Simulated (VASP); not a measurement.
# CaB2H2 (P-3m1) in VASP: settings compared

CaB2H2 is run at these levels: PBE+D4, r2SCAN+D4, BLYP+D3(BJ); tasks: single point.

Everything below comes from runs of VASP 6.6.1. Logs are shortened: lines on timing, memory, paths and dates and some standing lists are left out, and cuts for length are marked.

## 1. The cell of the first run

Symmetry: P-3m1, No. 164, trigonal system. Conventional cell: a = 3.477 Å, b = 3.477 Å, c = 3.979 Å, α = 90.00°, β = 90.00°, γ = 120.00°. Within 2.8 Å of Ca (site symmetry -3m) lie 6 H at 2.10 Å and 6 B at 2.72 Å. Within 1.7 Å of B (site symmetry 3m) lie 1 H at 1.24 Å. H (site symmetry 3m) has 1 B at 1.24 Å within 1.7 Å.

## 2. Single point, PBE+D4

INCAR

```
SYSTEM = CaB2H2
PREC = Accurate
ENCUT = 520
EDIFF = 1E-6
ISMEAR = 0
SIGMA = 0.1
LREAL = .False.
LASPH = .True.
NELM = 60
ALGO = Normal
ISIF = 2
LWAVE = .False.
LCHARG = .False.
GGA = PE
IVDW = 13
NBANDS = 17
```

KPOINTS

```
regular mesh
0
Gamma
  9 9 7
  0 0 0
```

POSCAR

```
CaB2H2
1.0
    3.4767192709      0.0000000000      0.0000000000
   -1.7383596355      3.0109272105      0.0000000000
    0.0000000000      0.0000000000      3.9792940000
Ca B H
1 2 2
Direct
    0.0000000000      0.0000000000      0.0000000000
    0.3333333333      0.6666666667      0.4628360000
    0.6666666667      0.3333333333      0.5371640000
    0.3333333333      0.6666666667      0.1511690000
    0.6666666667      0.3333333333      0.8488310000
```

Potentials or basis: VASP PAW PBE potentials, release 64 (Ca_sv, B, H).

Run with:

```bash
> cat potpaw_PBE.64/Ca_sv/POTCAR potpaw_PBE.64/B/POTCAR potpaw_PBE.64/H/POTCAR > POTCAR
> mpirun -np 1 vasp_std > vasp.out
```

OUTCAR:

```text
SYSTEM = CaB2H2
   PREC = Accurate
   ENCUT = 520
   EDIFF = 1E-6
   ISMEAR = 0
   LREAL = .False.
   LASPH = .True.
   NELM = 60
   ISIF = 2
   GGA = PE
   IVDW = 13

 ion  position               nearest neighbor table
   1  0.000  0.000  0.000-
   2  0.333  0.667  0.463-   4 1.24   3 2.03   3 2.03   3 2.03
   3  0.667  0.333  0.537-   5 1.24   2 2.03   2 2.03   2 2.03
   4  0.333  0.667  0.151-   2 1.24
   5  0.667  0.333  0.849-   3 1.24

  LATTYP: Found a hexagonal cell.
 ALAT       =     3.4767192709
 C/A-ratio  =     1.1445543025

  Lattice vectors:

 A1 = (   3.4767192709,   0.0000000000,   0.0000000000)
 A2 = (  -1.7383596355,   3.0109272105,   0.0000000000)
 A3 = (   0.0000000000,   0.0000000000,   3.9792940000)

Analysis of symmetry for initial positions (statically):
=====================================================================
 Subroutine PRICEL returns:
 Original cell was already a primitive cell.

 Routine SETGRP: Setting up the symmetry group for a
 hexagonal supercell.

 Subroutine GETGRP returns: Found 12 space group operations
 (whereof 12 operations were pure point group operations)
 out of a pool of 24 trial point group operations.

The static configuration has the point symmetry D_3d.

Analysis of symmetry for dynamics (positions and initial velocities):
=====================================================================
 Subroutine PRICEL returns:
 Original cell was already a primitive cell.

 Routine SETGRP: Setting up the symmetry group for a
 hexagonal supercell.

 Subroutine GETGRP returns: Found 12 space group operations
 (whereof 12 operations were pure point group operations)
 out of a pool of 24 trial point group operations.

The dynamic configuration has the point symmetry D_3d.

 Subroutine INISYM returns: Found 12 space group operations
 (whereof 12 operations are pure point group operations),
 and found     1 'primitive' translations

----------------------------------------------------------------------------------------

                                     Primitive cell

  volume of cell :      41.6558

  direct lattice vectors                    reciprocal lattice vectors
     3.476719271  0.000000000  0.000000000     0.287627479  0.166061803  0.000000000
    -1.738359635  3.010927210  0.000000000     0.000000000  0.332123605  0.000000000
     0.000000000  0.000000000  3.979294000     0.000000000  0.000000000  0.251300859

  length of vectors
     3.476719271  3.476719271  3.979294000     0.332123605  0.332123605  0.251300859

  position of ions in fractional coordinates (direct lattice)
     0.000000000  0.000000000  0.000000000
     0.333333333  0.666666667  0.462836000
     0.666666667  0.333333333  0.537164000
     0.333333333  0.666666667  0.151169000
     0.666666667  0.333333333  0.848831000

  ion indices of the primitive-cell ions
   primitive index   ion index
                 1           1
                 2           2
                 3           3
                 4           4
                 5           5

----------------------------------------------------------------------------------------

 KPOINTS: regular mesh

Automatic generation of k-mesh.
 Grid dimensions read from file:
 generate k-points for:    9    9    7

 Generating k-lattice:

  Cartesian coordinates                     Fractional coordinates (reciprocal lattice)
     0.031958609  0.018451311  0.000000000     0.111111111 -0.000000000  0.000000000
     0.000000000  0.036902623  0.000000000     0.000000000  0.111111111  0.000000000
     0.000000000  0.000000000  0.035900123     0.000000000  0.000000000  0.142857143

  Length of vectors
     0.036902623  0.036902623  0.035900123

  Shift w.r.t. Gamma in fractional coordinates (k-lattice)
     0.000000000  0.000000000  0.000000000

 Subroutine IBZKPT returns following result:
 ===========================================

 Found     69 irreducible k-points:

 Following reciprocal coordinates:
            Coordinates               Weight
  0.000000  0.000000  0.000000      1.000000
  0.111111  0.000000  0.000000      6.000000
  0.222222  0.000000  0.000000      6.000000
  0.333333  0.000000  0.000000      6.000000
  0.444444  0.000000  0.000000      6.000000
  0.111111  0.111111  0.000000      6.000000
[... 16 lines left out ...]
  0.222222  0.111111  0.142857     12.000000
 -0.111111  0.333333  0.142857     12.000000
 [... further k-points ...]
   k-points           NKPTS =     69   k-points in BZ     NKDIM =     69   number of bands    NBANDS=     17
   number of dos      NEDOS =    301   number of ions     NIONS =      5
   total plane-waves  NPLWV =  23520
   dimension x,y,z NGX =    28 NGY =   28 NGZ =   30
   dimension x,y,z NGXF=    56 NGYF=   56 NGZF=   60
   ions per type =               1   2   2
   NGX,Y,Z   is equivalent  to a cutoff of  13.39, 13.39, 12.53 a.u.
   NGXF,Y,Z  is equivalent  to a cutoff of  26.78, 26.78, 25.07 a.u.
 SYSTEM =  CaB2H2
   PREC   = accura    normal or accurate (medium, high low for compatibility)
   ISTART =      0    job   : 0-new  1-cont  2-samecut
   ICHARG =      2    charge: 1-file 2-atom 10-const
   ISPIN  =      1    spin polarized calculation?
   LNONCOLLINEAR =      F non collinear calculations
   LSORBIT =      F    spin-orbit coupling
   LASPH  =      T    aspherical Exc in radial PAW
   ENCUT  =  520.0 eV  38.22 Ry    6.18 a.u.   6.46  6.46  7.40*2*pi/ulx,y,z
   NELM   =     60;   NELMIN=  2; NELMDL= -5     # of ELM steps
   EDIFF  = 0.1E-05   stopping-criterion for ELM
   LREAL  =      F    real-space projection
   EDIFFG = 0.1E-04   stopping-criterion for IOM
   NSW    =      0    number of steps for IOM
   IBRION =     -1    ionic relax: 0-MD 1-quasi-New 2-CG
   NFREE  =      0    steps in history (QN), initial steepest desc. (CG)
   ISIF   =      2    stress and relaxation
   ISYM   =      2    0-nonsym 1-usesym 2-fastsym
   POTIM  = 0.5000    time-step for ionic-motion
   TEBEG  =    0.0;   TEEND  =   0.0 temperature during run
   PSTRESS=    0.0 pullay stress
   NELECT =      18.0000    total number of electrons
   NUPDOWN=      -1.0000    fix difference up-down
   EMIN   =  10.00;   EMAX   =-10.00  energy-range for DOS
   EFERMI =   0.00;   METHOD = LEGACY
   ISMEAR =     0;   SIGMA  =   0.10  broadening in eV -4-tet -1-fermi 0-gaus
   EFERMI_NEDOS =   21; number of points for ismear=-14 and -15
   IALGO  =     38    algorithm
   IMIX   =      4    mixing-type and parameters
     AMIX     =   0.40;   BMIX     =  1.00
     AMIX_MAG =   1.60;   BMIX_MAG =  1.00
  volume/ion in A,a.u.               =       8.33        56.22
  Fermi-wavevector in a.u.,A,eV,Ry     =   1.237676  2.338869 20.841980  1.531842
  Thomas-Fermi vector in A             =   2.372233
   LORBIT       =      0    0 simple, 1 ext, 2 COOP (PROOUT), +10 PAW based schemes
   GGA     = PE    functional components
   LHFCALC =     F    Hartree Fock is set to
   AEXX    =    0.0000 exact exchange contribution
   IVDW    =    13    specifies the selected vdW correction
   LEPSILON=     F    determine dielectric tensor
   LRPA    =     F    only Hartree local field effects (RPA)
 non-spin polarized calculation
 Gauss-broadening in eV      SIGMA  =   0.10
  energy-cutoff  :      520.00
  volume of cell :       41.66
 maximum number of plane-waves:      1133
 NGX is ok and might be reduce to    28
   NGX = 13   NGY = 13   NGZ = 15

 number of electron      17.9999996 magnetization

 Free energy of the ion-electron system (eV)
  ---------------------------------------------------
  ext. energy  EPLUGINS =         0.00000000
  ---------------------------------------------------
  free energy    TOTEN  =       -23.05224404 eV

  energy without entropy =      -23.05182473  energy(sigma->0) =      -23.05203438

 E-fermi :   4.9338     XC(G=0): -10.8426

 val. band max:        4.8503686931   @ k =   0.0000   0.0000   0.4286
 cond. band min:       5.0335238596   @ k =   0.4444   0.0000   0.0000
 fundamental gap:      0.1831551665
 Fermi energy:         4.9338309638

 k-point     1 :       0.0000    0.0000    0.0000
  band No.  band energies     occupation
      1     -35.3632      2.00000
      2     -16.4110      2.00000
      3     -16.3209      2.00000
      4     -16.3209      2.00000
      5      -7.0089      2.00000
      6      -1.4231      2.00000
[... 9 lines left out ...]
     16      10.0991      0.00000
     17      10.0991      0.00000

 k-point     2 :       0.1111    0.0000    0.0000
  band No.  band energies     occupation
      1     -35.3563      2.00000
      2     -16.3997      2.00000
      3     -16.3929      2.00000
      4     -16.3333      2.00000
      5      -6.8037      2.00000
      6      -1.5910      2.00000
[... 9 lines left out ...]
     16      10.5878      0.00000
     17      11.0523      0.00000

 k-point     3 :       0.2222    0.0000    0.0000
  band No.  band energies     occupation
      1     -35.3388      2.00000
      2     -16.5724      2.00000
      3     -16.3665      2.00000
      4     -16.3645      2.00000
      5      -6.2333      2.00000
      6      -2.0471      2.00000
[... 9 lines left out ...]
     16      11.5457      0.00000
     17      12.6678      0.00000

 k-point     4 :       0.3333    0.0000    0.0000
  band No.  band energies     occupation
      1     -35.3188      2.00000
      2     -16.7641      2.00000
      3     -16.3997      2.00000
      4     -16.3300      2.00000
      5      -5.4086      2.00000
      6      -2.6971      2.00000
[... 9 lines left out ...]
     16      12.7703      0.00000
     17      13.2820      0.00000
[... 343 lines left out ...]
      1     -35.3431      2.00000
      2     -16.5100      2.00000
      3     -16.4014      2.00000
      4     -16.3590      2.00000
      5      -6.2604      2.00000
      6      -2.2152      2.00000
[... 9 lines left out ...]
     16      10.7882      0.00000
     17      12.5896      0.00000

 k-point    23 :       0.2222    0.1111    0.1429
  band No.  band energies     occupation
      1     -35.3244      2.00000
      2     -16.6773      2.00000
      3     -16.4104      2.00000
      4     -16.3619      2.00000
      5      -5.5754      2.00000
      6      -2.6304      2.00000
[... 9 lines left out ...]
     16      12.2641      0.00000
     17      13.5879      0.00000

 k-point    24 :      -0.1111    0.3333    0.1429
  band No.  band energies     occupation
      1     -35.3244      2.00000
      2     -16.6766      2.00000
      3     -16.4108      2.00000
      4     -16.3622      2.00000
      5      -5.6233      2.00000
      6      -2.4293      2.00000
[... 9 lines left out ...]
     16      11.4599      0.00000
     17      13.3656      0.00000

 [... further k-points ...]

------------------------ aborting loop because EDIFF is reached ----------------------------------------

  DFT-D4 for vdW energy calculation

  Edisp (eV):   -0.80235

  FORCE on cell =-STRESS in cart. coord.  units (eV):
  Direction    XX          YY          ZZ          XY          YZ          ZX
  --------------------------------------------------------------------------------------
  -------------------------------------------------------------------------------------
  Total      -0.88835    -0.88835    -0.94039     0.00000     0.00000    -0.00000
  in kB     -34.16785   -34.16785   -36.16948     0.00000     0.00000    -0.00000
  external pressure =      -34.84 kB  Pullay stress =        0.00 kB

 VOLUME and BASIS-vectors are now :
 -----------------------------------------------------------------------------
  energy-cutoff  :      520.00
  volume of cell :       41.66
      direct lattice vectors                 reciprocal lattice vectors
     3.476719271  0.000000000  0.000000000     0.287627479  0.166061803  0.000000000
    -1.738359635  3.010927210  0.000000000     0.000000000  0.332123605  0.000000000
     0.000000000  0.000000000  3.979294000     0.000000000  0.000000000  0.251300859

 POSITION                                       TOTAL-FORCE (eV/Angst)
 -----------------------------------------------------------------------------------
      0.00000      0.00000      0.00000         0.000000      0.000000      0.000000
     -0.00000      2.00728      1.84176         0.000000      0.000000     -0.036725
      1.73836      1.00364      2.13753        -0.000000      0.000000      0.036725
     -0.00000      2.00728      0.60155         0.000000      0.000000      0.005394
      1.73836      1.00364      3.37775         0.000000     -0.000000     -0.005394
 -----------------------------------------------------------------------------------
    total drift:                               -0.000000     -0.000000     -0.000000

  FREE ENERGIE OF THE ION-ELECTRON SYSTEM (eV)
  ---------------------------------------------------
  free  energy   TOTEN  =       -23.8545939494 eV

  energy  without entropy=      -23.8541746412  energy(sigma->0) =      -23.85438430
```

Wall time 22 s (1 thread of Intel Xeon 6975P-C (Granite Rapids), shared host); peak memory 0.19 GiB.

What came out:

* Free energy: -23.8546 eV
* Pressure: -3.5 GPa
* Largest force: 0.037 eV/Å
* Band gap on the k mesh: 0.18 eV, indirect (least direct gap 1.89 eV)
* Dispersion energy per atom: -0.160 eV

Forces in eV/Å, atoms in the order of the input:
```
Ca   0.000  0.000  0.000
B    0.000  0.000 -0.037
B    0.000  0.000  0.037
H    0.000  0.000  0.005
H    0.000  0.000 -0.005
```

Stress tensor (GPa, compression positive):
```
-3.42  0.00  0.00
 0.00 -3.42  0.00
 0.00  0.00 -3.62
```

(Part 1 of 2 ends here.)
